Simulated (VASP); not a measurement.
BeTe6Br:

```xyz
8
Lattice="0.0000 5.3089 5.3089 5.3089 0.0000 5.3089 5.3089 5.3089 0.0000" Properties=species:S:1:pos:R:3 pbc="T T T"
Be    5.3089    5.3089    5.3089
Te    0.0000    2.6545    2.6545
Te    5.3089    2.6545    2.6545
Te    2.6545    0.0000    2.6545
Te    2.6545    5.3089    2.6545
Te    2.6545    2.6545    0.0000
Te    2.6545    2.6545    5.3089
Br    0.0000    0.0000    0.0000
```

The cell was generated, and may not be a known phase.

```yaml
Program: VASP 6.6.1
Task: relaxation of cell and atoms
Functional: PBE
Potentials_or_basis: VASP PAW PBE potentials, release 64 (Be, Te, Br)
Cutoff: 600 eV
k_mesh: 4 × 4 × 4
Occupations: gaussian, width 0.1 eV
Spin: no spin polarisation
```

At the start: pressure -7.6 GPa; volume 37.41 Å³/atom.

Q: How do energy, volume and symmetry change on relaxing?

A: Over 4 steps the energy falls by 370.4 meV/atom and the volume is 26.43 Å³/atom (-29.4 %); space group Fm-3m (No. 225, to 0.1 Å) before and after.

Step by step:
| step | energy change (eV) | largest force (eV/Å) | pressure (GPa) | volume (Å³) |
| --- | --- | --- | --- | --- |
| 1 | 0.0000 | 0.0000 | -7.62 | 299.26 |
| 2 | -2.7723 | 0.0000 | -3.32 | 228.63 |
| 3 | -2.9615 | 0.0000 | -0.34 | 212.99 |
| 4 | -2.9630 | 0.0000 | 0.04 | 211.41 |

Final structure:
```cif
data_structure
_symmetry_space_group_name_H-M 'P 1'
_symmetry_Int_Tables_number 1
_cell_length_a 6.6868
_cell_length_b 6.6868
_cell_length_c 6.6868
_cell_angle_alpha 60.000
_cell_angle_beta 60.000
_cell_angle_gamma 60.000
_cell_volume 211.41
loop_
_atom_site_label
_atom_site_type_symbol
_atom_site_fract_x
_atom_site_fract_y
_atom_site_fract_z
_atom_site_occupancy
Be1 Be 0.50000 0.50000 0.50000 1
Te1 Te 0.50000 0.00000 0.00000 1
Te2 Te 0.00000 0.50000 0.50000 1
Te3 Te 0.00000 0.50000 0.00000 1
Te4 Te 0.50000 0.00000 0.50000 1
Te5 Te 0.00000 0.00000 0.50000 1
Te6 Te 0.50000 0.50000 0.00000 1
Br1 Br 0.00000 0.00000 0.00000 1
```

Caveat: the volume moved by over 15 % at a fixed basis, so the end points are rough; an odd number of electrons without spin polarisation forces a metal; a magnetic or distorted state may lie lower.
